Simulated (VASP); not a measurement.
InSe:

```xyz
4
Lattice="1.9592 1.1311 8.2677 -1.9592 1.1311 8.2677 0.0000 -2.2623 8.2677" Properties=species:S:1:pos:R:3 pbc="T T T"
In    0.0000    0.0000   22.0401
In    0.0000    0.0000    0.0000
Se    0.0000    0.0000    4.2637
Se    0.0000    0.0000    9.5120
```

Base run:

```yaml
Program: VASP 6.6.1
Functional: PBEsol
Potentials_or_basis: VASP PAW PBE potentials, release 64 (In_d, Se)
Cutoff: 520 eV
k_mesh: 8 × 8 × 8
Occupations: fermi-dirac, width 0.05 eV
Spin: no spin polarisation
```

Its results: band gap on the k mesh 0.50 eV; pressure 3.9 GPa; largest force 0.623 eV/Å.

**Question.** The run is repeated on the same cell with these changes: functional from PBEsol to RPBE; dispersion from none to D3(BJ). What comes out?

**Answer.** Band gap on the k mesh 0.74 eV; pressure -1.5 GPa; largest force 0.721 eV/Å.

Several settings changed at once.

Caveats: the PAW data sets were made with another functional, which shifts forces and pressure a little; spin-orbit coupling is left out, which moves the levels of the heavy elements; the cell stands under pressure (at least some runs).

A k mesh can miss the band edges.
